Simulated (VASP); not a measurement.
# Re (Fd-3m) in VASP: further runs

Runs on Re. Level: PBE. Tasks: relaxation of cell and atoms.

Everything below comes from runs of VASP 6.6.1. Logs are shortened: lines on timing, memory, paths and dates and some standing lists are left out, and cuts for length are marked.

## (1) The cell of the first run

Symmetry: Fd-3m, No. 227, cubic system. The conventional cell has a = 5.350 Å, b = 5.350 Å, c = 5.350 Å, α = 90.00°, β = 90.00°, γ = 90.00°. Within 3.1 Å of Re (site symmetry -43m) lie 4 Re at 2.32 Å.

## (2) Relaxation of cell and atoms, PBE

INCAR reads:

```
SYSTEM = Re
  ALGO = Normal
  EDIFF = 1E-7
  EDIFFG = -0.02
  ENCUT = 600
  GGA = PE
  IBRION = 2
  ISIF = 3
  ISMEAR = 0
  LASPH = .True.
  LCHARG = .False.
  LREAL = .False.
  LWAVE = .False.
  NELM = 80
  NSW = 80
  PREC = Accurate
  SIGMA = 0.05
```

KPOINTS reads:

```
k-points
0
Gamma
  7 7 7
  0 0 0
```

POSCAR reads:

```
Re
1.0
    0.0000000000      2.6750000000      2.6750000000
    2.6750000000      0.0000000000      2.6750000000
    2.6750000000      2.6750000000      0.0000000000
Re
2
Direct
    0.0000000000      0.0000000000      0.0000000000
    0.2500000000      0.2500000000      0.2500000000
```

Potentials or basis: VASP PAW PBE potentials, release 64 (Re).

Launch:

```sh
$ cat potpaw_PBE.64/Re/POTCAR > POTCAR
$ mpirun -np 1 vasp_std > vasp.out
```

OUTCAR:

```text
SYSTEM = Re
   EDIFF = 1E-7
   EDIFFG = -0.02
   ENCUT = 600
   GGA = PE
   IBRION = 2
   ISIF = 3
   ISMEAR = 0
   LASPH = .True.
   LREAL = .False.
   NELM = 80
   NSW = 80
   PREC = Accurate

 ion  position               nearest neighbor table
   1  0.000  0.000  0.000-   2 2.32   2 2.32   2 2.32   2 2.32
   2  0.250  0.250  0.250-   1 2.32   1 2.32   1 2.32   1 2.32

  LATTYP: Found a face centered cubic cell.
 ALAT       =     5.3500000000

  Lattice vectors:

 A1 = (   0.0000000000,   2.6750000000,   2.6750000000)
 A2 = (   2.6750000000,   0.0000000000,   2.6750000000)
 A3 = (   2.6750000000,   2.6750000000,   0.0000000000)

Analysis of symmetry for initial positions (statically):
=====================================================================
 Subroutine PRICEL returns:
 Original cell was already a primitive cell.

 Routine SETGRP: Setting up the symmetry group for a
 face centered cubic supercell.

 Subroutine GETGRP returns: Found 48 space group operations
 (whereof 24 operations were pure point group operations)
 out of a pool of 48 trial point group operations.

The static configuration has the point symmetry T_d .
 The point group associated with its full space group is O_h .

Analysis of symmetry for dynamics (positions and initial velocities):
=====================================================================
 Subroutine PRICEL returns:
 Original cell was already a primitive cell.

 Routine SETGRP: Setting up the symmetry group for a
 face centered cubic supercell.

 Subroutine GETGRP returns: Found 48 space group operations
 (whereof 24 operations were pure point group operations)
 out of a pool of 48 trial point group operations.

The dynamic configuration has the point symmetry T_d .
 The point group associated with its full space group is O_h .

 Subroutine INISYM returns: Found 48 space group operations
 (whereof 24 operations are pure point group operations),
 and found     1 'primitive' translations

----------------------------------------------------------------------------------------

                                     Primitive cell

  volume of cell :      38.2826

  direct lattice vectors                    reciprocal lattice vectors
     0.000000000  2.675000000  2.675000000    -0.186915888  0.186915888  0.186915888
     2.675000000  0.000000000  2.675000000     0.186915888 -0.186915888  0.186915888
     2.675000000  2.675000000  0.000000000     0.186915888  0.186915888 -0.186915888

  length of vectors
     3.783021279  3.783021279  3.783021279     0.323747814  0.323747814  0.323747814

  position of ions in fractional coordinates (direct lattice)
     0.000000000  0.000000000  0.000000000
     0.250000000  0.250000000  0.250000000

  ion indices of the primitive-cell ions
   primitive index   ion index
                 1           1
                 2           2

----------------------------------------------------------------------------------------

 KPOINTS: k-points

Automatic generation of k-mesh.
 Grid dimensions read from file:
 generate k-points for:    7    7    7

 Generating k-lattice:

  Cartesian coordinates                     Fractional coordinates (reciprocal lattice)
    -0.026702270  0.026702270  0.026702270     0.142857143  0.000000000  0.000000000
     0.026702270 -0.026702270  0.026702270     0.000000000  0.142857143  0.000000000
     0.026702270  0.026702270 -0.026702270     0.000000000  0.000000000  0.142857143

  Length of vectors
     0.046249688  0.046249688  0.046249688

  Shift w.r.t. Gamma in fractional coordinates (k-lattice)
     0.000000000  0.000000000  0.000000000

 Subroutine IBZKPT returns following result:
 ===========================================

 Found     20 irreducible k-points:

 Following reciprocal coordinates:
            Coordinates               Weight
  0.000000  0.000000  0.000000      1.000000
  0.142857  0.000000  0.000000      8.000000
  0.285714  0.000000  0.000000      8.000000
  0.428571  0.000000  0.000000      8.000000
  0.142857  0.142857  0.000000      6.000000
  0.285714  0.142857  0.000000     24.000000
[... 12 lines left out ...]
 -0.428571  0.428571  0.142857     24.000000
 -0.285714  0.428571  0.142857     24.000000
   k-points           NKPTS =     20   k-points in BZ     NKDIM =     20   number of bands    NBANDS=     11
   number of dos      NEDOS =    301   number of ions     NIONS =      2
   total plane-waves  NPLWV =  27000
   dimension x,y,z NGX =    30 NGY =   30 NGZ =   30
   dimension x,y,z NGXF=    60 NGYF=   60 NGZF=   60
   ions per type =               2
   NGX,Y,Z   is equivalent  to a cutoff of  13.18, 13.18, 13.18 a.u.
   NGXF,Y,Z  is equivalent  to a cutoff of  26.37, 26.37, 26.37 a.u.
 SYSTEM =  Re
   PREC   = accura    normal or accurate (medium, high low for compatibility)
   ISTART =      0    job   : 0-new  1-cont  2-samecut
   ICHARG =      2    charge: 1-file 2-atom 10-const
   ISPIN  =      1    spin polarized calculation?
   LNONCOLLINEAR =      F non collinear calculations
   LSORBIT =      F    spin-orbit coupling
   LASPH  =      T    aspherical Exc in radial PAW
   ENCUT  =  600.0 eV  44.10 Ry    6.64 a.u.   7.56  7.56  7.56*2*pi/ulx,y,z
   NELM   =     80;   NELMIN=  2; NELMDL= -5     # of ELM steps
   EDIFF  = 0.1E-06   stopping-criterion for ELM
   LREAL  =      F    real-space projection
   EDIFFG = -.2E-01   stopping-criterion for IOM
   NSW    =     80    number of steps for IOM
   IBRION =      2    ionic relax: 0-MD 1-quasi-New 2-CG
   NFREE  =      1    steps in history (QN), initial steepest desc. (CG)
   ISIF   =      3    stress and relaxation
   ISYM   =      2    0-nonsym 1-usesym 2-fastsym
   POTIM  = 0.5000    time-step for ionic-motion
   TEBEG  =    0.0;   TEEND  =   0.0 temperature during run
   PSTRESS=    0.0 pullay stress
   NELECT =      14.0000    total number of electrons
   NUPDOWN=      -1.0000    fix difference up-down
   EMIN   =  10.00;   EMAX   =-10.00  energy-range for DOS
   EFERMI =   0.00;   METHOD = LEGACY
   ISMEAR =     0;   SIGMA  =   0.05  broadening in eV -4-tet -1-fermi 0-gaus
   EFERMI_NEDOS =   21; number of points for ismear=-14 and -15
   IALGO  =     38    algorithm
   IMIX   =      4    mixing-type and parameters
     AMIX     =   0.40;   BMIX     =  1.00
     AMIX_MAG =   1.60;   BMIX_MAG =  1.00
  volume/ion in A,a.u.               =      19.14       129.17
  Fermi-wavevector in a.u.,A,eV,Ry     =   1.170713  2.212327 18.647718  1.370569
  Thomas-Fermi vector in A             =   2.307167
   LORBIT       =      0    0 simple, 1 ext, 2 COOP (PROOUT), +10 PAW based schemes
   GGA     = PE    functional components
   LHFCALC =     F    Hartree Fock is set to
   AEXX    =    0.0000 exact exchange contribution
   IVDW    =     0    specifies the selected vdW correction
   LEPSILON=     F    determine dielectric tensor
   LRPA    =     F    only Hartree local field effects (RPA)
 conjugate gradient relaxation of ions
 non-spin polarized calculation
 Gauss-broadening in eV      SIGMA  =   0.05
  energy-cutoff  :      600.00
  volume of cell :       38.28
 maximum number of plane-waves:      1299
 NGX is ok and might be reduce to    30
   NGX = 15   NGY = 15   NGZ = 15

--------------------------------------- Ionic step        1  -------------------------------------------

 number of electron      14.0000001 magnetization

 Free energy of the ion-electron system (eV)
  ---------------------------------------------------
  ext. energy  EPLUGINS =         0.00000000
  ---------------------------------------------------
  free energy    TOTEN  =       -21.06964100 eV

  energy without entropy =      -21.06537756  energy(sigma->0) =      -21.06750928

 E-fermi :   4.7521     XC(G=0): -11.8134

 val. band max:        4.6737384254   @ k =  -0.4286   0.2857   0.1429
 cond. band min:       4.7559505164   @ k =  -0.4286   0.2857   0.0000
 fundamental gap:      0.0822120910
 Fermi energy:         4.7521016870

 k-point     1 :       0.0000    0.0000    0.0000
  band No.  band energies     occupation
      1      -2.6911      2.00000
      2       1.1457      2.00000
      3       1.1457      2.00000
      4       2.3597      2.00000
      5       2.3597      2.00000
      6       2.3597      2.00000
      7       5.7166      0.00000
      8       5.7166      0.00000
      9       5.7166      0.00000
     10      10.0750      0.00000
     11      10.0750      0.00000
[... 681 lines left out ...]
 POSITION                                       TOTAL-FORCE (eV/Angst)
 -----------------------------------------------------------------------------------
      0.00000      0.00000      0.00000        -0.000000     -0.000000     -0.000000
      1.41082      1.41082      1.41082         0.000000      0.000000      0.000000
 -----------------------------------------------------------------------------------
    total drift:                                0.000000     -0.000000      0.000000

  FREE ENERGIE OF THE ION-ELECTRON SYSTEM (eV)
  ---------------------------------------------------
  free  energy   TOTEN  =       -21.7448279735 eV

  energy  without entropy=      -21.7439939736  energy(sigma->0) =      -21.74441097

--------------------------------------- Ionic step        5  -------------------------------------------

 number of electron      13.9999999 magnetization

 Free energy of the ion-electron system (eV)
  ---------------------------------------------------
  ext. energy  EPLUGINS =         0.00000000
  ---------------------------------------------------
  free energy    TOTEN  =       -21.74524880 eV

  energy without entropy =      -21.74440762  energy(sigma->0) =      -21.74482821

 E-fermi :   3.3206     XC(G=0): -11.0354

 val. band max:        3.2965148292   @ k =  -0.4286   0.4286   0.0000
 cond. band min:       3.4196586332   @ k =  -0.2857   0.2857   0.0000
 fundamental gap:      0.1231438040
 Fermi energy:         3.3206091804

 k-point     1 :       0.0000    0.0000    0.0000
  band No.  band energies     occupation
      1      -3.3610      2.00000
      2       0.4757      2.00000
      3       0.4757      2.00000
      4       1.2314      2.00000
      5       1.2314      2.00000
      6       1.2314      2.00000
      7       4.1370      0.00000
      8       4.1370      0.00000
      9       4.1370      0.00000
     10       7.6131      0.00000
     11       7.6131      0.00000
[... 286 lines left out ...]
 POSITION                                       TOTAL-FORCE (eV/Angst)
 -----------------------------------------------------------------------------------
      0.00000      0.00000      0.00000         0.000000      0.000000      0.000000
      1.40887      1.40887      1.40887        -0.000000     -0.000000     -0.000000
 -----------------------------------------------------------------------------------
    total drift:                                0.000000     -0.000000      0.000000

  FREE ENERGIE OF THE ION-ELECTRON SYSTEM (eV)
  ---------------------------------------------------
  free  energy   TOTEN  =       -21.7452488006 eV

  energy  without entropy=      -21.7444076213  energy(sigma->0) =      -21.74482821

 reached required accuracy - stopping structural energy minimisation
```

Wall time 29 s (1 thread of Intel Xeon 6975P-C (Granite Rapids), shared host); peak memory 0.18 GiB.

Results:

| Item | Value |
| --- | --- |
| Free energy | -21.7452 eV |
| Relaxed volume | 22.37 Å³/atom |
| Relaxed cell | a = 3.985 Å, b = 3.985 Å, c = 3.985 Å, α = 60.00°, β = 60.00°, γ = 60.00° |
| Space group after relaxing (to 0.05 Å) | Fd-3m (No. 227) |
| Energy gained by relaxing | 337.8 meV/atom |
| Ionic steps | 5 |
| Pressure after relaxing | 0.0 GPa |
| Band gap on the k mesh | zero (band 7 reaches 4.14 eV, above the bottom of band 8 at 3.15 eV) |

Step by step:
```tsv
step	energy change (eV)	largest force (eV/Å)	pressure (GPa)	volume (Å³)
1	0.0000	0.0000	37.81	38.28
2	2.7218	0.0000	-29.65	69.16
3	-0.6598	0.0000	-4.31	45.89
4	-0.6752	0.0000	-0.73	44.93
5	-0.6756	0.0000	0.01	44.74
```

Final structure:
```
Re
1.0
     0.00000    2.81774    2.81774
     2.81774    0.00000    2.81774
     2.81774    2.81774    0.00000
Re
2
Direct
  0.00000 0.00000 0.00000
  0.25000 0.25000 0.25000
```

Caveat: the volume moved by over 15 % at a fixed basis, so the end points are rough; spin-orbit coupling is left out, which moves the levels of the heavy elements.

## (3) Relaxation of cell and atoms, PBE, target pressure 10 GPa, at which the enthalpy is minimised

INCAR reads:

```
PREC = Accurate
ENCUT = 600
EDIFF = 1E-7
ISMEAR = 0
SIGMA = 0.05
LREAL = F
LASPH = T
NELM = 100
ALGO = Normal
ISIF = 3
LWAVE = F
LCHARG = F
GGA = PE
IBRION = 2
NSW = 80
EDIFFG = -0.02
PSTRESS = 100.0
```

KPOINTS reads:

```
Automatic mesh
0
Gamma
  7 7 7
```

POSCAR is that of step 2.

Potentials or basis: VASP PAW PBE potentials, release 64 (Re).

Launch:

```sh
$ cat potpaw_PBE.64/Re/POTCAR > POTCAR
$ mpirun -np 1 vasp_std > vasp.out
```

OUTCAR:

```text
PREC = Accurate
   ENCUT = 600
   EDIFF = 1E-7
   ISMEAR = 0
   LREAL = F
   LASPH = T
   NELM = 100
   ISIF = 3
   GGA = PE
   IBRION = 2
   NSW = 80
   EDIFFG = -0.02
   PSTRESS = 100.0

 ion  position               nearest neighbor table
   1  0.000  0.000  0.000-   2 2.32   2 2.32   2 2.32   2 2.32
   2  0.250  0.250  0.250-   1 2.32   1 2.32   1 2.32   1 2.32

  LATTYP: Found a face centered cubic cell.
 ALAT       =     5.3500000000

  Lattice vectors:

 A1 = (   0.0000000000,   2.6750000000,   2.6750000000)
 A2 = (   2.6750000000,   0.0000000000,   2.6750000000)
 A3 = (   2.6750000000,   2.6750000000,   0.0000000000)

Analysis of symmetry for initial positions (statically):
=====================================================================
 Subroutine PRICEL returns:
[... 214 lines left out ...]
 fundamental gap:      0.1002582505
 Fermi energy:         1.2674830866

 k-point     1 :       0.0000    0.0000    0.0000
  band No.  band energies     occupation
      1      -4.2392      2.00000
      2      -0.6565      2.00000
      3      -0.6565      2.00000
      4      -0.4123      2.00000
      5      -0.4123      2.00000
      6      -0.4123      2.00000
      7       1.7868      0.00000
      8       1.7868      0.00000
      9       1.7868      0.00000
     10       3.9515      0.00000
     11       3.9515      0.00000
[... 529 lines left out ...]
--------------------------------------- Ionic step        9  -------------------------------------------

 number of electron      14.0000001 magnetization

 Free energy of the ion-electron system (eV)
  ---------------------------------------------------
  ext. energy  EPLUGINS =         0.00000000
  ---------------------------------------------------
  free energy    TOTEN  =       -21.67789485 eV

  energy without entropy =      -21.67672192  energy(sigma->0) =      -21.67730839

 E-fermi :   3.7483     XC(G=0): -11.2861

 val. band max:        3.7117217977   @ k =  -0.4286   0.4286   0.0000
 cond. band min:       3.8383544574   @ k =  -0.2857   0.2857   0.0000
 fundamental gap:      0.1266326597
 Fermi energy:         3.7482683859

 k-point     1 :       0.0000    0.0000    0.0000
  band No.  band energies     occupation
      1      -3.1594      2.00000
      2       0.6907      2.00000
      3       0.6907      2.00000
      4       1.5796      2.00000
      5       1.5796      2.00000
      6       1.5796      2.00000
      7       4.6253      0.00000
      8       4.6253      0.00000
      9       4.6253      0.00000
     10       8.3759      0.00000
     11       8.3759      0.00000
[... 297 lines left out ...]
  energy  without entropy=      -21.6767219229  energy(sigma->0) =      -21.67730839

  enthalpy is  TOTEN    =       -19.0236537898 eV   P V=        2.6542410615

 reached required accuracy - stopping structural energy minimisation
```

Run time: 39 s. Hardware: 1 thread of Intel Xeon 6975P-C (Granite Rapids), shared host; peak memory 0.18 GiB.

What came out:

```
Free energy                                            : -21.6779 eV
Relaxed volume                                         : 21.26 Å³/atom
Relaxed cell                                           : a = 3.918 Å, b = 3.918 Å, c = 3.918 Å, α = 60.00°, β = 60.00°, γ = 60.00°
Space group after relaxing (to 0.05 Å)                 : Fd-3m (No. 227)
Energy change on relaxing (the enthalpy is what falls) : -304.1 meV/atom
Ionic steps                                            : 9
Pressure after relaxing                                : 10.1 GPa
Band gap on the k mesh                                 : zero (band 7 reaches 4.63 eV, above the bottom of band 8 at 3.59 eV)
```

Step by step:
| step | energy change (eV) | largest force (eV/Å) | pressure (GPa) | volume (Å³) |
| --- | --- | --- | --- | --- |
| 1 | 0.0000 | 0.0000 | 37.81 | 38.28 |
| 2 | 1.0206 | 0.0000 | -27.71 | 59.80 |
| 3 | -0.6423 | 0.0000 | 6.97 | 43.17 |
| 4 | -0.6136 | 0.0000 | 9.69 | 42.61 |
| 5 | -0.6081 | 0.0000 | 10.16 | 42.52 |
| 6 | -0.6081 | 0.0000 | 10.17 | 42.52 |
| 7 | -0.6083 | 0.0000 | 10.16 | 42.53 |
| 8 | -0.6083 | 0.0000 | 10.15 | 42.53 |
| 9 | -0.6083 | 0.0000 | 10.15 | 42.53 |

Final structure:
```cif
data_structure
_symmetry_space_group_name_H-M 'P 1'
_symmetry_Int_Tables_number 1
_cell_length_a 3.9179
_cell_length_b 3.9179
_cell_length_c 3.9179
_cell_angle_alpha 60.000
_cell_angle_beta 60.000
_cell_angle_gamma 60.000
_cell_volume 42.53
loop_
_atom_site_label
_atom_site_type_symbol
_atom_site_fract_x
_atom_site_fract_y
_atom_site_fract_z
_atom_site_occupancy
Re1 Re 0.00000 0.00000 0.00000 1
Re2 Re 0.25000 0.25000 0.25000 1
```

Levels at points of the mesh, in eV from the Fermi level:
| k point | band 4 | band 5 | band 6 | band 7 | band 8 | band 9 | band 10 | band 11 |
| --- | --- | --- | --- | --- | --- | --- | --- | --- |
| (0.00, 0.00, 0.00) | -2.17 | -2.17 | -2.17 | 0.88 | 0.88 | 0.88 | 4.63 | 4.63 |

Caveat: the cell is relaxed towards a set pressure, so the enthalpy falls and the energy may rise; spin-orbit coupling is left out, which moves the levels of the heavy elements.
